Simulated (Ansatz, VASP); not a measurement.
One calculation of Y5F, two programs

```
Y F
1.0
    -4.02741    4.02741    2.53105
     4.02741   -4.02741    2.53105
     4.02741    4.02741   -2.53105
Y F
5 1
Direct
  0.00000 0.00000 0.00000
  0.40090 0.19906 0.59996
  0.80094 0.40090 0.20184
  0.59910 0.80094 0.40004
  0.19906 0.59910 0.79816
  0.50000 0.50000 0.00000
```

Alike in both runs: functional PBE; k mesh 8 × 8 × 8; occupations gaussian, width 0.1 eV; no spin polarisation.

Ansatz relaxed the structure, and its values are those at the end. VASP's run is a single point on that final structure, the one shown.

|  | VASP | Ansatz |
| --- | --- | --- |
| version | VASP 6.6.1 | Ansatz 0.2.0 |
| potentials or method | VASP PAW PBE potentials, release 64 (Y_sv, F), cutoff 520 eV | scalar-relativistic, plane waves, PAW |
| valence electrons in the cell | 62 | 62 |

```csv
,VASP,Ansatz,Ansatz less VASP
gap on the k mesh at the Fermi level (eV),none,none,-
pressure (GPa),-0.1,0.0,+0.12
rms of the force components (eV/Å),0.004,0.000,-0.0035
```

A gap of «none» marks a metal or a gap that the smearing closes. The functional is the same, so the differences come from potentials, cutoffs and numerics.
